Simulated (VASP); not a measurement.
Input of a VASP 6.6.1 run:

INCAR

```
SYSTEM = Sr
AGGAC = 1.0
AGGAX = 1.0
ALDAC = 0.0
ALDAX = 1.0
ALGO = Normal
EDIFF = 1E-7
ENCUT = 520
GGA = B5
ISIF = 2
ISMEAR = -1
LASPH = .True.
LCHARG = .False.
LREAL = .False.
LWAVE = .False.
NBANDS = 17
NELM = 60
PREC = Accurate
SIGMA = 0.1
```

File KPOINTS:

```
k-points
0
Gamma
  10 10 5
  0 0 0
```

The input POSCAR:

```
Sr
1.0
    4.1947144798      0.0000000000      0.0000000000
   -2.0973572399      3.6327293011      0.0000000000
    0.0000000000      0.0000000000      6.8527448800
Sr
2
Direct
    0.3333333333      0.6666666667      0.2500000000
    0.6666666667      0.3333333333      0.7500000000
```

Potentials or basis: VASP PAW PBE potentials, release 64 (Sr_sv).

Launch:

```sh
$ cat potpaw_PBE.64/Sr_sv/POTCAR > POTCAR
$ mpirun -np 1 vasp_std > vasp.out
```

(1) Predict the pressure.

(2) Predict the band gap on the k mesh.

## Answers

(1) 1.0 GPa.

(2) zero (bands 10 and 11 overlap by 0.11 eV).

Caveat: the PAW data sets were made with another functional, which shifts forces and pressure a little.
